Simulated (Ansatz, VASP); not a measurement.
# Fe2O: VASP beside Ansatz

The input INCAR:

```
PREC = Accurate
ENCUT = 600
EDIFF = 1E-6
ISMEAR = 0
SIGMA = 0.1
LREAL = False
LASPH = True
NELM = 200
ALGO = Normal
ISIF = 2
LWAVE = False
LCHARG = True
ISPIN = 2
MAGMOM = 4 4 4 4 0 0
LORBIT = 11
LMAXMIX = 4
GGA = PE
LELF = True
LVHAR = True
NBANDS = 51
GGA_COMPAT = False
```

Contents of KPOINTS:

```
regular mesh
0
Gamma
  4 4 4
```

File POSCAR:

```
Fe2O
1.0
    4.0575720200      0.0000000000      0.0000000000
    0.0000000000      4.0575720200      0.0000000000
    0.0000000000      0.0000000000      4.0575720200
Fe O
4 2
Direct
    0.2500000000      0.2500000000      0.2500000000
    0.2500000000      0.7500000000      0.7500000000
    0.7500000000      0.7500000000      0.2500000000
    0.7500000000      0.2500000000      0.7500000000
    0.0000000000      0.0000000000      0.0000000000
    0.5000000000      0.5000000000      0.5000000000
```

Input for Ansatz:

```yaml
crystal:
  lattice:
    - [4.05757202, 0.0, 0.0]
    - [0.0, 4.05757202, 0.0]
    - [0.0, 0.0, 4.05757202]
  atoms:
    - { symbol: Fe, position: [0.25, 0.25, 0.25], spin: 4.0 }
    - { symbol: Fe, position: [0.25, 0.75, 0.75], spin: 4.0 }
    - { symbol: Fe, position: [0.75, 0.75, 0.25], spin: 4.0 }
    - { symbol: Fe, position: [0.75, 0.25, 0.75], spin: 4.0 }
    - { symbol: O, position: [0.0, 0.0, 0.0] }
    - { symbol: O, position: [0.5, 0.5, 0.5] }
basis:
  ecutwfc: 420
kpoints:
  mp_grid: { grid: [4, 4, 4] }
hamiltonian:
  xc: pbe
scf:
  occupations: { method: gaussian, width: 0.1 }
  lower_state_search: "off"
output:
  forces: true
  stress: true
  eigenvalues: true
  populations: true
magnetization:
  spin_polarized: true
```

Change from the starting cell: species swapped into the Ag2O type (Pn-3m, No. 224).

Alike in both runs: task single point; functional PBE; k mesh 4 × 4 × 4; occupations gaussian, width 0.1 eV; collinear spin.

|  | VASP | Ansatz |
| --- | --- | --- |
| version | VASP 6.6.1 | Ansatz 0.2.0 |
| potentials or method | VASP PAW PBE potentials, release 64 (Fe_sv, O), cutoff 600 eV | scalar-relativistic, plane waves, PAW |
| valence electrons in the cell | 76 | 76 |

|  | VASP | Ansatz | Ansatz less VASP |
| --- | --- | --- | --- |
| gap on the k mesh at the Fermi level (eV) | none | none | - |
| pressure (GPa) | 10.4 | 13.0 | +2.62 |
| net moment per atom (μB) | 1.36 | 1.36 | 0.000 |
| size of the moment on the site where the two differ most (μB) | 1.98 | 1.79 | -0.189 |

Site moments also hang on the region over which each program counts them. A gap of «none» marks a metal or a gap that the smearing closes. With one functional, cell and mesh, what is left measures potentials, basis and numerics.

The k mesh is coarse, so the values compare programs but aren't converged.
